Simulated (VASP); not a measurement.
# K (Fm-3m) in VASP: single point with PBEsol

Aim: the single point of K with PBEsol.

Everything below comes from runs of VASP 6.6.1. Logs are shortened: lines on timing, memory, paths and dates and some standing lists are left out, and cuts for length are marked.

## Step 1: The cell of the first run

Symmetry: Fm-3m, No. 225, cubic system. Conventional cell: a = 10.145 Å, b = 10.145 Å, c = 10.145 Å, α = 90.00°, β = 90.00°, γ = 90.00°. K (site symmetry -43m) has 10 K at 4.39 to 5.07 Å within 5.8 Å. Within 5.8 Å of K (site symmetry m-3m) lie 8 K at 4.39 Å.

This isn't the form of K at room conditions, which is bcc.

## Step 2: Single point, PBEsol

INCAR

```
SYSTEM = K
PREC = Accurate
ENCUT = 520
EDIFF = 1E-7
ISMEAR = -1
SIGMA = 0.1
LREAL = .False.
LASPH = .True.
NELM = 60
ALGO = Normal
ISIF = 2
LWAVE = .False.
LCHARG = .True.
GGA = PS
LELF = .True.
LVHAR = .True.
NBANDS = 20
```

KPOINTS

```
regular mesh
0
Gamma
  4 4 4
  0 0 0
```

POSCAR

```
K
1.0
    0.0000000000      5.0726900000      5.0726900000
    5.0726900000      0.0000000000      5.0726900000
    5.0726900000      5.0726900000      0.0000000000
K
3
Direct
    0.2500000000      0.2500000000      0.2500000000
    0.7500000000      0.7500000000      0.7500000000
    0.5000000000      0.5000000000      0.5000000000
```

Potentials or basis: VASP PAW PBE potentials, release 64 (K_sv).

Run with:

```sh
$ cat potpaw_PBE.64/K_sv/POTCAR > POTCAR
$ mpirun -np 1 vasp_std > vasp.out
```

OUTCAR:

```text
SYSTEM = K
   PREC = Accurate
   ENCUT = 520
   EDIFF = 1E-7
   ISMEAR = -1
   LREAL = .False.
   LASPH = .True.
   NELM = 60
   ISIF = 2
   GGA = PS

 ion  position               nearest neighbor table
   1  0.250  0.250  0.250-
   2  0.750  0.750  0.750-
   3  0.500  0.500  0.500-

  LATTYP: Found a face centered cubic cell.
 ALAT       =    10.1453800000

  Lattice vectors:

 A1 = (   0.0000000000,   5.0726900000,   5.0726900000)
 A2 = (   5.0726900000,   0.0000000000,   5.0726900000)
 A3 = (   5.0726900000,   5.0726900000,   0.0000000000)

Analysis of symmetry for initial positions (statically):
=====================================================================
 Subroutine PRICEL returns:
 Original cell was already a primitive cell.

 Routine SETGRP: Setting up the symmetry group for a
 face centered cubic supercell.

 Subroutine GETGRP returns: Found 48 space group operations
 (whereof 48 operations were pure point group operations)
 out of a pool of 48 trial point group operations.

The static configuration has the point symmetry O_h .

Analysis of symmetry for dynamics (positions and initial velocities):
=====================================================================
 Subroutine PRICEL returns:
 Original cell was already a primitive cell.

 Routine SETGRP: Setting up the symmetry group for a
 face centered cubic supercell.

 Subroutine GETGRP returns: Found 48 space group operations
 (whereof 48 operations were pure point group operations)
 out of a pool of 48 trial point group operations.

The dynamic configuration has the point symmetry O_h .

 Subroutine INISYM returns: Found 48 space group operations
 (whereof 48 operations are pure point group operations),
 and found     1 'primitive' translations

----------------------------------------------------------------------------------------

                                     Primitive cell

  volume of cell :     261.0628

  direct lattice vectors                    reciprocal lattice vectors
     0.000000000  5.072690000  5.072690000    -0.098567032  0.098567032  0.098567032
     5.072690000  0.000000000  5.072690000     0.098567032 -0.098567032  0.098567032
     5.072690000  5.072690000  0.000000000     0.098567032  0.098567032 -0.098567032

  length of vectors
     7.173866996  7.173866996  7.173866996     0.170723108  0.170723108  0.170723108

  position of ions in fractional coordinates (direct lattice)
     0.250000000  0.250000000  0.250000000
     0.750000000  0.750000000  0.750000000
     0.500000000  0.500000000  0.500000000

  ion indices of the primitive-cell ions
   primitive index   ion index
                 1           1
                 2           2
                 3           3

----------------------------------------------------------------------------------------

 KPOINTS: regular mesh

Automatic generation of k-mesh.
 Grid dimensions read from file:
 generate k-points for:    4    4    4

 Generating k-lattice:

  Cartesian coordinates                     Fractional coordinates (reciprocal lattice)
    -0.024641758  0.024641758  0.024641758     0.250000000  0.000000000  0.000000000
     0.024641758 -0.024641758  0.024641758     0.000000000  0.250000000  0.000000000
     0.024641758  0.024641758 -0.024641758     0.000000000  0.000000000  0.250000000

  Length of vectors
     0.042680777  0.042680777  0.042680777

  Shift w.r.t. Gamma in fractional coordinates (k-lattice)
     0.000000000  0.000000000  0.000000000

 Subroutine IBZKPT returns following result:
 ===========================================

 Found      8 irreducible k-points:

 Following reciprocal coordinates:
            Coordinates               Weight
  0.000000  0.000000  0.000000      1.000000
  0.250000  0.000000  0.000000      8.000000
  0.500000  0.000000  0.000000      4.000000
  0.250000  0.250000  0.000000      6.000000
  0.500000  0.250000  0.000000     24.000000
 -0.250000  0.250000  0.000000     12.000000
  0.500000  0.500000  0.000000      3.000000
 -0.250000  0.500000  0.250000      6.000000
   k-points           NKPTS =      8   k-points in BZ     NKDIM =      8   number of bands    NBANDS=     20
   number of dos      NEDOS =    301   number of ions     NIONS =      3
   total plane-waves  NPLWV = 157464
   dimension x,y,z NGX =    54 NGY =   54 NGZ =   54
   dimension x,y,z NGXF=   108 NGYF=  108 NGZF=  108
   ions per type =               3
   NGX,Y,Z   is equivalent  to a cutoff of  12.51, 12.51, 12.51 a.u.
   NGXF,Y,Z  is equivalent  to a cutoff of  25.03, 25.03, 25.03 a.u.
 SYSTEM =  K
   PREC   = accura    normal or accurate (medium, high low for compatibility)
   ISTART =      0    job   : 0-new  1-cont  2-samecut
   ICHARG =      2    charge: 1-file 2-atom 10-const
   ISPIN  =      1    spin polarized calculation?
   LNONCOLLINEAR =      F non collinear calculations
   LSORBIT =      F    spin-orbit coupling
   LASPH  =      T    aspherical Exc in radial PAW
   ENCUT  =  520.0 eV  38.22 Ry    6.18 a.u.  13.34 13.34 13.34*2*pi/ulx,y,z
   NELM   =     60;   NELMIN=  2; NELMDL= -5     # of ELM steps
   EDIFF  = 0.1E-06   stopping-criterion for ELM
   LREAL  =      F    real-space projection
   EDIFFG = 0.1E-05   stopping-criterion for IOM
   NSW    =      0    number of steps for IOM
   IBRION =     -1    ionic relax: 0-MD 1-quasi-New 2-CG
   NFREE  =      0    steps in history (QN), initial steepest desc. (CG)
   ISIF   =      2    stress and relaxation
   ISYM   =      2    0-nonsym 1-usesym 2-fastsym
   POTIM  = 0.5000    time-step for ionic-motion
   TEBEG  =    0.0;   TEEND  =   0.0 temperature during run
   PSTRESS=    0.0 pullay stress
   NELECT =      27.0000    total number of electrons
   NUPDOWN=      -1.0000    fix difference up-down
   EMIN   =  10.00;   EMAX   =-10.00  energy-range for DOS
   EFERMI =   0.00;   METHOD = LEGACY
   ISMEAR =    -1;   SIGMA  =   0.10  broadening in eV -4-tet -1-fermi 0-gaus
   EFERMI_NEDOS =   21; number of points for ismear=-14 and -15
   IALGO  =     38    algorithm
   IMIX   =      4    mixing-type and parameters
     AMIX     =   0.40;   BMIX     =  1.00
     AMIX_MAG =   1.60;   BMIX_MAG =  1.00
  volume/ion in A,a.u.               =      87.02       587.25
  Fermi-wavevector in a.u.,A,eV,Ry     =   0.768448  1.452156  8.034406  0.590512
  Thomas-Fermi vector in A             =   1.869223
   LORBIT       =      0    0 simple, 1 ext, 2 COOP (PROOUT), +10 PAW based schemes
   GGA     = PS    functional components
   LHFCALC =     F    Hartree Fock is set to
   AEXX    =    0.0000 exact exchange contribution
   IVDW    =     0    specifies the selected vdW correction
   LEPSILON=     F    determine dielectric tensor
   LRPA    =     F    only Hartree local field effects (RPA)
 non-spin polarized calculation
  energy-cutoff  :      520.00
  volume of cell :      261.06
 maximum number of plane-waves:      7060
 NGX is ok and might be reduce to    54
   NGX = 27   NGY = 27   NGZ = 27

 number of electron      27.0000003 magnetization

 Free energy of the ion-electron system (eV)
  ---------------------------------------------------
  ext. energy  EPLUGINS =         0.00000000
  ---------------------------------------------------
  free energy    TOTEN  =        -3.02113730 eV

  energy without entropy =       -2.92542699  energy(sigma->0) =       -2.97328215

 E-fermi :  -0.5077     XC(G=0):  -5.2554

 val. band max:       -0.5781979385   @ k =  -0.2500   0.5000   0.2500
 cond. band min:      -0.2093760118   @ k =  -0.2500   0.5000   0.2500
 fundamental gap:      0.3688219267
 Fermi energy:        -0.5076934967

 k-point     1 :       0.0000    0.0000    0.0000
  band No.  band energies     occupation
      1     -32.6789      2.00000
      2     -32.6771      2.00000
      3     -32.6416      2.00000
      4     -16.2277      2.00000
      5     -16.2277      2.00000
      6     -16.2277      2.00000
      7     -16.2229      2.00000
      8     -16.2229      2.00000
      9     -16.2229      2.00000
     10     -16.1724      2.00000
     11     -16.1724      2.00000
     12     -16.1724      2.00000
     13      -2.4396      2.00000
     14       1.3329      0.00000
     15       1.3329      0.00000
     16       1.3329      0.00000
     17       1.4837      0.00000
     18       1.4837      0.00000
     19       1.4837      0.00000
     20       1.6106      0.00000

 k-point     2 :       0.2500    0.0000    0.0000
  band No.  band energies     occupation
      1     -32.6785      2.00000
      2     -32.6773      2.00000
      3     -32.6418      2.00000
      4     -16.2338      2.00000
      5     -16.2335      2.00000
      6     -16.2335      2.00000
      7     -16.2185      2.00000
      8     -16.2185      2.00000
      9     -16.2135      2.00000
     10     -16.1763      2.00000
     11     -16.1711      2.00000
     12     -16.1711      2.00000
     13      -2.1361      2.00000
     14       0.0964      0.00475
     15       1.1508      0.00000
     16       1.1508      0.00000
     17       1.4248      0.00000
     18       1.4248      0.00000
     19       1.5149      0.00000
     20       1.9492      0.00000

 k-point     3 :       0.5000    0.0000    0.0000
  band No.  band energies     occupation
      1     -32.6779      2.00000
      2     -32.6777      2.00000
      3     -32.6420      2.00000
      4     -16.2369      2.00000
      5     -16.2369      2.00000
      6     -16.2301      2.00000
      7     -16.2169      2.00000
      8     -16.2166      2.00000
      9     -16.2166      2.00000
     10     -16.1770      2.00000
     11     -16.1697      2.00000
     12     -16.1697      2.00000
     13      -1.4061      1.99975
     14      -1.0784      1.99338
     15       1.1602      0.00000
     16       1.1602      0.00000
     17       1.2064      0.00000
     18       1.2064      0.00000
     19       1.5119      0.00000
     20       2.1439      0.00000

 k-point     4 :       0.2500    0.2500    0.0000
  band No.  band energies     occupation
      1     -32.6784      2.00000
      2     -32.6773      2.00000
      3     -32.6419      2.00000
      4     -16.2400      2.00000
      5     -16.2400      2.00000
      6     -16.2271      2.00000
      7     -16.2153      2.00000
      8     -16.2134      2.00000
      9     -16.2134      2.00000
     10     -16.1812      2.00000
     11     -16.1697      2.00000
     12     -16.1697      2.00000
     13      -2.0353      2.00000
     14       0.6361      0.00002
     15       0.7522      0.00001
     16       0.7976      0.00000
     17       0.7976      0.00000
     18       0.8441      0.00000
     19       1.9113      0.00000
     20       2.2946      0.00000

 k-point     5 :       0.5000    0.2500    0.0000
  band No.  band energies     occupation
      1     -32.6780      2.00000
      2     -32.6776      2.00000
      3     -32.6421      2.00000
      4     -16.2426      2.00000
      5     -16.2411      2.00000
      6     -16.2283      2.00000
      7     -16.2177      2.00000
      8     -16.2120      2.00000
      9     -16.2106      2.00000
     10     -16.1794      2.00000
     11     -16.1702      2.00000
     12     -16.1686      2.00000
     13      -1.3706      1.99964
     14      -0.5925      1.40044
     15       0.0745      0.00591
     16       0.6814      0.00001
     17       0.7421      0.00001
     18       1.7411      0.00000
     19       1.8991      0.00000
     20       2.4672      0.00000

 k-point     6 :      -0.2500    0.2500    0.0000
  band No.  band energies     occupation
      1     -32.6781      2.00000
      2     -32.6775      2.00000
      3     -32.6420      2.00000
      4     -16.2382      2.00000
      5     -16.2373      2.00000
      6     -16.2336      2.00000
      7     -16.2177      2.00000
      8     -16.2159      2.00000
      9     -16.2101      2.00000
     10     -16.1762      2.00000
     11     -16.1713      2.00000
     12     -16.1699      2.00000
     13      -1.6493      1.99998
     14      -0.2048      0.09231
     15      -0.1113      0.03726
     16       0.9666      0.00000
     17       1.0923      0.00000
     18       1.7820      0.00000
     19       1.8375      0.00000
     20       2.2716      0.00000

 k-point     7 :       0.5000    0.5000    0.0000
  band No.  band energies     occupation
      1     -32.6780      2.00000
      2     -32.6775      2.00000
      3     -32.6422      2.00000
      4     -16.2469      2.00000
      5     -16.2469      2.00000
      6     -16.2260      2.00000
      7     -16.2089      2.00000
      8     -16.2089      2.00000
      9     -16.2076      2.00000
     10     -16.1905      2.00000
     11     -16.1674      2.00000
     12     -16.1674      2.00000
     13      -0.9567      1.97780
     14      -0.8361      1.92775
     15       0.3172      0.00052
     16       0.4487      0.00014
     17       0.5965      0.00003
     18       0.5965      0.00003
     19       2.5367      0.00000
     20       2.7863      0.00000

 k-point     8 :      -0.2500    0.5000    0.2500
  band No.  band energies     occupation
      1     -32.6777      2.00000
      2     -32.6777      2.00000
      3     -32.6422      2.00000
      4     -16.2475      2.00000
      5     -16.2321      2.00000
      6     -16.2321      2.00000
      7     -16.2252      2.00000
      8     -16.2083      2.00000
      9     -16.2082      2.00000
     10     -16.1748      2.00000
     11     -16.1748      2.00000
     12     -16.1676      2.00000
     13      -0.6899      1.72165
     14      -0.5782      1.33861
     15      -0.5782      1.33861
     16      -0.2094      0.09638
     17       1.7464      0.00000
     18       1.7464      0.00000
     19       1.8247      0.00000
     20       1.9009      0.00000

------------------------ aborting loop because EDIFF is reached ----------------------------------------

  FORCE on cell =-STRESS in cart. coord.  units (eV):
  Direction    XX          YY          ZZ          XY          YZ          ZX
  --------------------------------------------------------------------------------------
  -------------------------------------------------------------------------------------
  Total       -0.0830485     -0.0830485     -0.0830485     -0.0000000      0.0000000      0.0000000
  in kB       -0.5096798     -0.5096798     -0.5096798     -0.0000000      0.0000000      0.0000000
  external PRESSURE =      -0.5096798 kB  Pullay stress =       0.0000000 kB

 VOLUME and BASIS-vectors are now :
 -----------------------------------------------------------------------------
  energy-cutoff  :      520.00
  volume of cell :      261.06
      direct lattice vectors                 reciprocal lattice vectors
     0.000000000  5.072690000  5.072690000    -0.098567032  0.098567032  0.098567032
     5.072690000  0.000000000  5.072690000     0.098567032 -0.098567032  0.098567032
     5.072690000  5.072690000  0.000000000     0.098567032  0.098567032 -0.098567032

 POSITION                                       TOTAL-FORCE (eV/Angst)
 -----------------------------------------------------------------------------------
      2.53634      2.53634      2.53634        -0.000000      0.000000     -0.000000
      7.60903      7.60903      7.60903        -0.000000     -0.000000      0.000000
      5.07269      5.07269      5.07269         0.000000     -0.000000     -0.000000
 -----------------------------------------------------------------------------------
    total drift:                                0.000000      0.000000      0.000000

  FREE ENERGIE OF THE ION-ELECTRON SYSTEM (eV)
  ---------------------------------------------------
  free  energy   TOTEN  =        -3.0211373035 eV

  energy  without entropy=       -2.9254269907  energy(sigma->0) =       -2.97328215
```

Wall time 36 s (1 thread of Intel Xeon 6975P-C (Granite Rapids), shared host); peak memory 0.38 GiB.

Results:

* Free energy: -3.0211 eV
* Pressure: -0.1 GPa
* Band gap on the k mesh: zero (an odd number of electrons rules out a gap without spin polarisation)

Levels at points of the mesh, in eV from the Fermi level:
```tsv
k point	band 11	band 12	band 13	band 14	band 15	band 16
(0.00, 0.00, 0.00)	-15.66	-15.66	-1.93	1.84	1.84	1.84
(0.50, 0.00, 0.00)	-15.66	-15.66	-0.90	-0.57	1.67	1.67
(0.50, 0.50, 0.00)	-15.66	-15.66	-0.45	-0.33	0.82	0.96
```

Caveat: the PAW data sets were made with another functional, which shifts forces and pressure a little.
